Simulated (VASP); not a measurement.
# Li (Fm-3m) in VASP: a series of runs, part 3 of 3

VASP 6.6.1. Earlier steps stand in the parts before.

## 6. Electric field gradients, LDA (21.57 Å³/atom)

This run uses another cell than the first one, of 21.57 Å³/atom.

File INCAR:

```
  PREC = Accurate
  ENCUT = 520
  EDIFF = 1E-8
  ISMEAR = -1
  SIGMA = 0.05
  LREAL = F
  LASPH = T
  NELM = 100
  ALGO = Normal
  ISIF = 2
  LWAVE = F
  LCHARG = F
  LEFG = T
  NBANDS = 8
```

File KPOINTS:

```
Automatic mesh
0
Gamma
  16 16 16
```

File POSCAR:

```
Li
1.0
    0.0000000000      2.2093156684      2.2093156684
    2.2093156684      0.0000000000      2.2093156684
    2.2093156684      2.2093156684      0.0000000000
Li
1
Direct
    0.0000000000      0.0000000000      0.0000000000
```

Potentials or basis: VASP PAW LDA potentials, release 64 (Li_sv).

On the command line:

```
> cat potpaw_LDA.64/Li_sv/POTCAR > POTCAR
> mpirun -np 1 vasp_std > vasp.out
```

OUTCAR:

```text
PREC = Accurate
   ENCUT = 520
   EDIFF = 1E-8
   ISMEAR = -1
   LREAL = F
   LASPH = T
   NELM = 100
   ISIF = 2

 ion  position               nearest neighbor table
   1  0.000  0.000  0.000-

  LATTYP: Found a face centered cubic cell.
 ALAT       =     4.4186313368

  Lattice vectors:

 A1 = (   0.0000000000,   2.2093156684,   2.2093156684)
 A2 = (   2.2093156684,   0.0000000000,   2.2093156684)
 A3 = (   2.2093156684,   2.2093156684,   0.0000000000)

Analysis of symmetry for initial positions (statically):
=====================================================================
 Subroutine PRICEL returns:
 Original cell was already a primitive cell.

 Routine SETGRP: Setting up the symmetry group for a
 face centered cubic supercell.

 Subroutine GETGRP returns: Found 48 space group operations
 (whereof 48 operations were pure point group operations)
 out of a pool of 48 trial point group operations.

The static configuration has the point symmetry O_h .

Analysis of symmetry for dynamics (positions and initial velocities):
=====================================================================
 Subroutine PRICEL returns:
 Original cell was already a primitive cell.

 Routine SETGRP: Setting up the symmetry group for a
 face centered cubic supercell.

 Subroutine GETGRP returns: Found 48 space group operations
 (whereof 48 operations were pure point group operations)
 out of a pool of 48 trial point group operations.

The dynamic configuration has the point symmetry O_h .

 Subroutine INISYM returns: Found 48 space group operations
 (whereof 48 operations are pure point group operations),
 and found     1 'primitive' translations

----------------------------------------------------------------------------------------

                                     Primitive cell

  volume of cell :      21.5677

  direct lattice vectors                    reciprocal lattice vectors
     0.000000000  2.209315668  2.209315668    -0.226314423  0.226314423  0.226314423
     2.209315668  0.000000000  2.209315668     0.226314423 -0.226314423  0.226314423
     2.209315668  2.209315668  0.000000000     0.226314423  0.226314423 -0.226314423

  length of vectors
     3.124444182  3.124444182  3.124444182     0.391988079  0.391988079  0.391988079

  position of ions in fractional coordinates (direct lattice)
     0.000000000  0.000000000  0.000000000

  ion indices of the primitive-cell ions
   primitive index   ion index
                 1           1

----------------------------------------------------------------------------------------

 KPOINTS: Automatic mesh

Automatic generation of k-mesh.
 Grid dimensions read from file:
 generate k-points for:   16   16   16

 Generating k-lattice:

  Cartesian coordinates                     Fractional coordinates (reciprocal lattice)
    -0.014144651  0.014144651  0.014144651     0.062500000  0.000000000  0.000000000
[... 65 lines left out ...]
   ISIF   =      2    stress and relaxation
   ISYM   =      2    0-nonsym 1-usesym 2-fastsym
   POTIM  = 0.5000    time-step for ionic-motion
   TEBEG  =    0.0;   TEEND  =   0.0 temperature during run
   PSTRESS=    0.0 pullay stress
   NELECT =       3.0000    total number of electrons
   NUPDOWN=      -1.0000    fix difference up-down
   EMIN   =  10.00;   EMAX   =-10.00  energy-range for DOS
   EFERMI =   0.00;   METHOD = LEGACY
   ISMEAR =    -1;   SIGMA  =   0.05  broadening in eV -4-tet -1-fermi 0-gaus
   EFERMI_NEDOS =   21; number of points for ismear=-14 and -15
   IALGO  =     38    algorithm
   IMIX   =      4    mixing-type and parameters
     AMIX     =   0.40;   BMIX     =  1.00
     AMIX_MAG =   1.60;   BMIX_MAG =  1.00
  volume/ion in A,a.u.               =      21.57       145.55
  Fermi-wavevector in a.u.,A,eV,Ry     =   0.848231  1.602924  9.789335  0.719496
  Thomas-Fermi vector in A             =   1.963862
   LORBIT       =      0    0 simple, 1 ext, 2 COOP (PROOUT), +10 PAW based schemes
   GGA     = CA    functional components
   LHFCALC =     F    Hartree Fock is set to
   AEXX    =    0.0000 exact exchange contribution
   IVDW    =     0    specifies the selected vdW correction
   LEPSILON=     F    determine dielectric tensor
   LRPA    =     F    only Hartree local field effects (RPA)
 non-spin polarized calculation
  energy-cutoff  :      520.00
  volume of cell :       21.57
 maximum number of plane-waves:       604
   NGX = 11   NGY = 11   NGZ = 11

 number of electron       3.0000007 magnetization

 Free energy of the ion-electron system (eV)
  ---------------------------------------------------
  ext. energy  EPLUGINS =         0.00000000
  ---------------------------------------------------
  free energy    TOTEN  =        -2.03653276 eV

  energy without entropy =       -2.03282830  energy(sigma->0) =       -2.03468053

 E-fermi :   0.4204     XC(G=0):  -6.9893

 val. band max:        0.3459200390   @ k =   0.4375   0.3750   0.0625
 cond. band min:       0.4329311757   @ k =   0.5000   0.0000   0.0000
 fundamental gap:      0.0870111367
 Fermi energy:         0.4204058368

 k-point     1 :       0.0000    0.0000    0.0000
  band No.  band energies     occupation
      1     -45.3080      2.00000
      2      -2.9861      2.00000
      3      13.9330      0.00000
      4      13.9330      0.00000
      5      13.9330      0.00000
      6      17.9655      0.00000
      7      17.9655      0.00000
      8      17.9655      0.00000
[... 243 lines left out ...]
 k-point    24 :      -0.0625    0.0625    0.0000
  band No.  band energies     occupation
      1     -45.3065      2.00000
      2      -2.8071      2.00000
      3      12.6620      0.00000
      4      12.8555      0.00000
      5      13.9906      0.00000
      6      16.9706      0.00000
      7      18.2054      0.00000
      8      19.2311      0.00000

 [... further k-points ...]

------------------------ aborting loop because EDIFF is reached ----------------------------------------

  FORCE on cell =-STRESS in cart. coord.  units (eV):
  Direction    XX          YY          ZZ          XY          YZ          ZX
  --------------------------------------------------------------------------------------
  -------------------------------------------------------------------------------------
  Total       -0.2237957     -0.2237957     -0.2237957     -0.0000000     -0.0000000     -0.0000000
  in kB      -16.6248952    -16.6248952    -16.6248952     -0.0000000     -0.0000000     -0.0000000
  external PRESSURE =     -16.6248952 kB  Pullay stress =       0.0000000 kB

 VOLUME and BASIS-vectors are now :
 -----------------------------------------------------------------------------
  energy-cutoff  :      520.00
  volume of cell :       21.57
      direct lattice vectors                 reciprocal lattice vectors
     0.000000000  2.209315668  2.209315668    -0.226314423  0.226314423  0.226314423
     2.209315668  0.000000000  2.209315668     0.226314423 -0.226314423  0.226314423
     2.209315668  2.209315668  0.000000000     0.226314423  0.226314423 -0.226314423

 POSITION                                       TOTAL-FORCE (eV/Angst)
 -----------------------------------------------------------------------------------
      0.00000      0.00000      0.00000         0.000000      0.000000     -0.000000
 -----------------------------------------------------------------------------------
    total drift:                               -0.000000      0.000000     -0.000000

  FREE ENERGIE OF THE ION-ELECTRON SYSTEM (eV)
  ---------------------------------------------------
  free  energy   TOTEN  =        -2.0365327645 eV

  energy  without entropy=       -2.0328282963  energy(sigma->0) =       -2.03468053

 Electric field gradients (V/A^2)
---------------------------------------------------------------------
 ion       V_xx      V_yy      V_zz      V_xy      V_xz      V_yz
---------------------------------------------------------------------
   1      -0.000     0.000    -0.000     0.002     0.002     0.002
---------------------------------------------------------------------

 Electric field gradients after diagonalization (V/A^2)
 (convention: |V_zz| > |V_xx| > |V_yy|)
----------------------------------------------------------------------
 ion       V_xx      V_yy      V_zz     asymmetry (V_yy - V_xx)/ V_zz
----------------------------------------------------------------------
   1      -0.002    -0.002     0.004       0.000
----------------------------------------------------------------------

           NMR quadrupolar parameters

 Cq : quadrupolar parameter    Cq=e*Q*V_zz/h
 eta: asymmetry parameters     (V_yy - V_xx)/ V_zz
 Q  : nuclear electric quadrupole moment in mb (millibarn)
----------------------------------------------------------------------
 ion       Cq(MHz)       eta       Q (mb)
----------------------------------------------------------------------
   1       0.000       0.000       1.000
----------------------------------------------------------------------
```

OSZICAR:

```text
N       E                     dE             d eps       ncg     rms          rms(c)
DAV:   1    -0.169752452745E+00   -0.16975E+00   -0.70867E+02  2336   0.254E+02
DAV:   2    -0.200894720507E+01   -0.18392E+01   -0.17904E+01  3448   0.350E+01
DAV:   3    -0.203778312939E+01   -0.28836E-01   -0.28804E-01  2552   0.315E+00
DAV:   4    -0.203820747275E+01   -0.42434E-03   -0.42434E-03  3744   0.356E-01
DAV:   5    -0.203820917043E+01   -0.16977E-05   -0.16977E-05  2656   0.142E-02    0.258E-01
DAV:   6    -0.203709308419E+01    0.11161E-02   -0.36761E-04  4120   0.770E-02    0.144E-01
DAV:   7    -0.203653053259E+01    0.56255E-03   -0.78146E-04  4000   0.118E-01    0.269E-02
DAV:   8    -0.203653256306E+01   -0.20305E-05   -0.16374E-05  2704   0.269E-02    0.147E-03
DAV:   9    -0.203653273442E+01   -0.17136E-06   -0.23679E-07  3488   0.386E-03    0.510E-04
DAV:  10    -0.203653276741E+01   -0.32998E-07   -0.41348E-08  3048   0.109E-03    0.189E-04
DAV:  11    -0.203653276454E+01    0.28789E-08   -0.15165E-09  1560   0.250E-04
   1 F= -.20365328E+01 E0= -.20346805E+01  d E =-.370447E-02
```

Wall time 19 s (1 thread of Intel Xeon Platinum 8175M at 2.50GHz (Skylake/Cascade Lake), shared host); peak memory 0.12 GiB.

What came out:

- Free energy: -2.0365 eV
- Band gap on the k mesh: zero (an odd number of electrons rules out a gap without spin polarisation)
- Largest electric field gradient by atom: zero within the noise of the run

Caveat: the cutoff is under 1.25 times the usual one of these potentials, so pressure, stress and relaxed cells hold a basis-set (Pulay) error.

## 7. Summary

```csv
cell,gap on the mesh (eV)
"a = 3.093 Å, angles 60.0°, 1 atom",none
"a = 3.104 Å, angles 60.0°, 1 atom",none
"a = 3.124 Å, angles 60.0°, 1 atom",none
```

Alike in all rows: task electric field gradients; level LDA; potentials or basis VASP PAW LDA potentials, release 64 (Li_sv); no spin polarisation; k mesh 16 × 16 × 16; cutoff (eV) 520; smearing fermi-dirac 0.05 eV.

Caveats: the cutoff is under 1.25 times the usual one of these potentials, so pressure, stress and relaxed cells hold a basis-set (Pulay) error.

Total energies depend on the potentials used, so only differences within one code and one set of settings carry meaning.
